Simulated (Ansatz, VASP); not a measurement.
## BaMg3H4 in VASP and in Ansatz

INCAR

```
  PREC = Accurate
  ENCUT = 600
  EDIFF = 1E-7
  ISMEAR = 0
  SIGMA = 0.1
  LREAL = False
  LASPH = True
  NELM = 100
  ALGO = Normal
  ISIF = 3
  LWAVE = False
  LCHARG = False
  GGA = PE
  IBRION = 2
  NSW = 100
  EDIFFG = -0.01
```

KPOINTS

```
Automatic mesh
0
Gamma
  12 12 4
```

File POSCAR:

```
BaMg3H4
1.0
    3.9497327353      0.0000000000      0.0000000000
   -1.9748663677      3.4205688869      0.0000000000
    0.0000000000      0.0000000000     10.1224935794
Ba Mg H
1 3 4
Direct
    0.0000000000      0.0000000000      0.6884271714
    0.0000000000      0.0000000000      0.1828869282
    0.3333333333      0.6666666667      0.4000357871
    0.6666666667      0.3333333333      0.9768834772
    0.0000000000      0.0000000000      0.9863890893
    0.3333333333      0.6666666667      0.1955236631
    0.0000000000      0.0000000000      0.3690321231
    0.6666666667      0.3333333333      0.7958853104
```

Input for Ansatz:

```yaml
crystal:
  lattice:
    - [3.9497327353, 0.0, 0.0]
    - [-1.9748663677, 3.4205688869, 0.0]
    - [0.0, 0.0, 10.1224935794]
  atoms:
    - { symbol: Ba, position: [0.0, 0.0, 0.6884271714] }
    - { symbol: Mg, position: [0.0, 0.0, 0.1828869282] }
    - { symbol: Mg, position: [0.3333333333, 0.6666666667, 0.4000357871] }
    - { symbol: Mg, position: [0.6666666667, 0.3333333333, 0.9768834772] }
    - { symbol: H, position: [0.0, 0.0, 0.9863890893] }
    - { symbol: H, position: [0.3333333333, 0.6666666667, 0.1955236631] }
    - { symbol: H, position: [0.0, 0.0, 0.3690321231] }
    - { symbol: H, position: [0.6666666667, 0.3333333333, 0.7958853104] }
basis:
  ecutwfc: 420
kpoints:
  mp_grid: { grid: [12, 12, 4] }
hamiltonian:
  xc: pbe
scf:
  occupations: { method: gaussian, width: 0.1 }
output:
  forces: true
  stress: true
  eigenvalues: true
  write_density: true
  write_potential: true
  elf: true
  volumetric_format: npy
relax:
  adjacent_minimum: "off"
  f_tol: 0.01
  max_steps: 80
  cell: { stress_tol: 0.05 }
```

Alike in both runs: task relaxation of cell and atoms; functional PBE; k mesh 12 × 12 × 4; occupations gaussian, width 0.1 eV; no spin polarisation.

|  | VASP | Ansatz |
| --- | --- | --- |
| version | VASP 6.6.1 | Ansatz 0.2.0 |
| potentials or method | VASP PAW PBE potentials, release 64 (Ba_sv, Mg, H), cutoff 600 eV | scalar-relativistic, plane waves, PAW |
| valence electrons in the cell | 20 | 44 |

VASP gave:

| Property | Result |
| --- | --- |
| gap on the k mesh at the Fermi level, each at its own relaxed structure (eV) | none |
| relaxed volume (Å³/atom) | 17.11 |
| relaxed cell length with the largest relative difference (Å) | 10.354 |

Question: Estimate Ansatz's values.

Answer: gap on the k mesh at the Fermi level, each at its own relaxed structure (eV): none; relaxed volume (Å³/atom): 17.04; relaxed cell length with the largest relative difference (Å): 10.313.

A gap of «none» marks a metal or a gap that the smearing closes. VASP's potentials hold 20 valence electrons a cell and Ansatz's 44, so a difference there can come from the potentials and not from the codes.

Spin-orbit coupling is off throughout.
